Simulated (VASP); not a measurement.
# Li4H3F (P1) in VASP: a series of runs, part 2 of 3

VASP 6.6.1. Earlier steps stand in the parts before.

## 3. Single point, r2SCAN

Contents of POSCAR:

```
Li4H3F
1.0
    7.9994710000      0.0000000000      0.0000000000
    0.0000000000      7.9994710000      0.0000000000
    0.0000000000      0.0000000000      7.9994710000
H F Li
24 8 32
Direct
    0.2509430000      0.9994930000      0.0004880000
    0.2503280000      0.4997950000      0.9995550000
    0.2509300000      0.4997280000      0.4999210000
    0.7495070000      0.0000000000      0.0006010000
    0.7491970000      0.9995440000      0.4993550000
    0.7499290000      0.5000370000      0.0002630000
    0.7503220000      0.4993300000      0.4996330000
    0.0003460000      0.2498200000      0.0001260000
    0.9991370000      0.2509410000      0.4998570000
    0.0010040000      0.7495150000      0.0003050000
    0.9990040000      0.7487050000      0.4999130000
    0.5004540000      0.2488910000      0.9999680000
    0.5007470000      0.2501460000      0.4991370000
    0.5008860000      0.7502100000      0.0005690000
    0.5008490000      0.7498360000      0.4993800000
    0.9988330000      0.9996680000      0.7512650000
    0.0003810000      0.4996400000      0.7502140000
    0.5007610000      0.0002330000      0.2495740000
    0.5013920000      0.9997920000      0.7510300000
    0.5004440000      0.4995170000      0.7504350000
    0.2512900000      0.2495970000      0.2491600000
    0.2511070000      0.7498400000      0.2494510000
    0.7494880000      0.2493340000      0.2497300000
    0.7497650000      0.7505100000      0.2499580000
    0.2494720000      0.9996990000      0.5009600000
    0.0009150000      0.9998870000      0.2505810000
    0.0006170000      0.4996400000      0.2496650000
    0.5003030000      0.4994930000      0.2496600000
    0.2501510000      0.2487960000      0.7494630000
    0.2505070000      0.7505160000      0.7492410000
    0.7504490000      0.2496680000      0.7502000000
    0.7504730000      0.7495040000      0.7501930000
    0.0001450000      0.9993860000      0.0030920000
    0.0007760000      0.9993630000      0.4974340000
    0.0005980000      0.5001050000      0.0029490000
    0.0000190000      0.5003260000      0.4966670000
    0.5005400000      0.9998670000      0.0021580000
    0.4992280000      0.9996870000      0.4982640000
    0.5006250000      0.4996140000      0.0031110000
    0.5006900000      0.4993850000      0.4963820000
    0.2507670000      0.2488210000      0.9973980000
    0.2507140000      0.2483810000      0.5025090000
    0.2514950000      0.7505360000      0.9969250000
    0.2505870000      0.7511530000      0.5029830000
    0.7497620000      0.2493340000      0.9972450000
    0.7490780000      0.2494620000      0.5026580000
    0.7493980000      0.7503860000      0.9977500000
    0.7498130000      0.7503370000      0.5026920000
    0.2490600000      0.9996760000      0.2513140000
    0.2503140000      0.9998610000      0.7490720000
    0.2503570000      0.4993720000      0.2501070000
    0.2507510000      0.4994180000      0.7496660000
    0.7516410000      0.0000430000      0.2500730000
    0.7502010000      0.9998380000      0.7502940000
    0.7502740000      0.4997090000      0.2499150000
    0.7505190000      0.4996530000      0.7500300000
    0.9994900000      0.2504210000      0.2497370000
    0.9995100000      0.2506790000      0.7501320000
    0.0002890000      0.7487340000      0.2494540000
    0.9997190000      0.7492370000      0.7504150000
    0.5008770000      0.2511540000      0.2491150000
    0.5009090000      0.2502860000      0.7506040000
    0.5003860000      0.7481640000      0.2499020000
    0.5009660000      0.7491450000      0.7497940000
```

Contents of INCAR.step1:

```
SYSTEM = Li4H3F
  PREC = Accurate
  ENCUT = 520
  ISMEAR = -1
  SIGMA = 0.05
  LREAL = Auto
  LASPH = .TRUE.
  NELM = 80
  ISYM = 0
  NBANDS = 126
  GGA = PE
  ALGO = Normal
  EDIFF = 1E-4
  LWAVE = .TRUE.
  LCHARG = .FALSE.
```

Contents of INCAR.step2:

```
SYSTEM = Li4H3F
  PREC = Accurate
  ENCUT = 520
  EDIFF = 1E-7
  ISMEAR = -1
  SIGMA = 0.05
  LREAL = Auto
  LASPH = .TRUE.
  NELM = 80
  ALGO = Normal
  ISIF = 2
  LWAVE = .FALSE.
  LCHARG = .FALSE.
  METAGGA = R2SCAN
  LMIXTAU = .TRUE.
  ISYM = 0
  NBANDS = 126
  ISTART = 1
```

Contents of KPOINTS:

```
Automatic mesh
0
Gamma
  1 1 1
  0.25 0.25 0.25
```

Potentials or basis: VASP PAW PBE potentials, release 64 (H, F, Li_sv).

On the command line:

```sh
cat potpaw_PBE.64/H/POTCAR potpaw_PBE.64/F/POTCAR potpaw_PBE.64/Li_sv/POTCAR > POTCAR
cp INCAR.step1 INCAR
mpirun -np 1 vasp_std > vasp.out
cp INCAR.step2 INCAR
mpirun -np 1 vasp_std > vasp.out
```

Run time: 18 min. Hardware: 1 thread of AMD EPYC 9R45 (Zen 5), shared host; peak memory 0.61 GiB.

The run converged. Its results:

* Free energy: -257.8826 eV
* Largest force: 0.078 eV/Å
* Band gap on the k mesh: 5.52 eV

Forces in eV/Å, atoms in the order of the input:
```
H    0.000  0.003  0.000
H    0.013 -0.003  0.002
H   -0.008  0.001 -0.001
H    0.014 -0.008  0.006
H    0.007  0.005  0.006
H    0.008 -0.006  0.000
H   -0.008  0.011  0.002
H   -0.004 -0.002  0.004
H    0.006 -0.013 -0.004
H   -0.017  0.006 -0.002
H    0.011  0.007 -0.004
H    0.002  0.012  0.006
H    0.003 -0.010  0.009
H   -0.009 -0.004 -0.005
H    0.003 -0.004  0.001
H    0.011 -0.004 -0.009
H    0.002  0.005 -0.001
H   -0.001 -0.010  0.006
H   -0.004 -0.002 -0.012
H    0.004  0.001 -0.008
H   -0.006  0.001  0.005
H    0.002 -0.005  0.005
H    0.010  0.003 -0.002
H    0.006 -0.011 -0.004
F    0.003 -0.001 -0.005
F    0.005 -0.009  0.012
F   -0.010  0.001  0.004
F    0.007  0.003  0.002
F    0.014  0.007 -0.006
F    0.008 -0.001 -0.001
F   -0.011  0.010 -0.004
F   -0.007  0.000  0.002
Li   0.008  0.029  0.038
Li   0.023  0.013 -0.056
Li  -0.010 -0.010  0.058
Li   0.005 -0.035 -0.027
Li  -0.005 -0.007  0.056
Li  -0.030 -0.004 -0.050
Li  -0.028  0.013  0.032
Li  -0.044  0.038  0.020
Li  -0.015  0.026 -0.041
Li  -0.015 -0.002  0.008
Li  -0.061 -0.021 -0.008
Li  -0.009 -0.018  0.022
Li   0.008  0.004 -0.066
Li   0.034 -0.003  0.052
Li   0.002  0.009 -0.077
Li   0.001 -0.002  0.075
Li  -0.032 -0.009  0.040
Li  -0.010  0.016 -0.034
Li  -0.030 -0.008 -0.009
Li   0.013  0.021 -0.006
Li   0.034 -0.005  0.007
Li   0.007  0.011 -0.002
Li  -0.012  0.003 -0.001
Li   0.008  0.033  0.001
Li   0.007 -0.026 -0.001
Li   0.037  0.000  0.005
Li   0.006  0.001 -0.018
Li   0.016 -0.019  0.004
Li   0.023  0.041 -0.023
Li  -0.011  0.002  0.009
Li   0.026 -0.048 -0.015
Li   0.001 -0.027  0.006
```

Levels at points of the mesh, in eV from the valence-band top:
| k point | band 84 | band 85 | band 86 | band 87 | band 88 | band 89 | band 90 | band 91 | band 92 | band 93 |
| --- | --- | --- | --- | --- | --- | --- | --- | --- | --- | --- |
| (0.25, 0.25, 0.25) | -0.44 | -0.39 | -0.25 | -0.09 | 0.00 | 5.58 | 5.92 | 6.10 | 6.18 | 6.29 |

Caveat: the PAW data sets were made with another functional, which shifts forces and pressure a little; a shifted mesh leaves out Γ, where band edges can lie.

(Part 2 of 3 ends here.)
